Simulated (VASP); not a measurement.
MgS:

```xyz
4
Lattice="4.0346 0.0000 0.0000 -2.0173 3.4941 0.0000 0.0000 0.0000 6.4323" Properties=species:S:1:pos:R:3 pbc="T T T"
Mg    2.0173    1.1647    3.1888
Mg    0.0000    2.3294    6.4050
S     0.0000    2.3294    2.4394
S     2.0173    1.1647    5.6556
```

| Quantity | Value |
| --- | --- |
| Program | VASP 6.6.1 |
| Task | relaxation of cell and atoms |
| Functional | LDA |
| Potentials or basis | VASP PAW LDA potentials, release 64 (Mg, S) |
| Cutoff | 600 eV |
| k mesh | 6 × 6 × 4 |
| Occupations | gaussian, width 0.01 eV |
| Spin | no spin polarisation |

At the start: pressure -2.4 GPa; volume 22.67 Å³/atom.

Task: Where does the relaxation end?

Result: Over 3 steps the energy falls by 7.0 meV/atom and the volume is 21.76 Å³/atom (-4.0 %); space group P6_3mc (No. 186, to 0.05 Å).

The path:
```csv
step,energy change (eV),largest force (eV/Å),pressure (GPa),volume (Å³)
1,0.0000,0.0534,-2.36,90.68
2,-0.0271,0.0096,0.50,86.36
3,-0.0282,0.0176,0.01,87.02
```

Final structure:
```yaml
crystal:
  lattice:
    - [3.98108, 0.00000, 0.00000]
    - [-1.99054, 3.44772, 0.00000]
    - [0.00000, 0.00000, 6.34006]
  atoms:
    - { symbol: Mg, position: [0.66667, 0.33333, 0.49609] }
    - { symbol: Mg, position: [0.33333, 0.66667, 0.99609] }
    - { symbol: S, position: [0.33333, 0.66667, 0.37891] }
    - { symbol: S, position: [0.66667, 0.33333, 0.87891] }
```
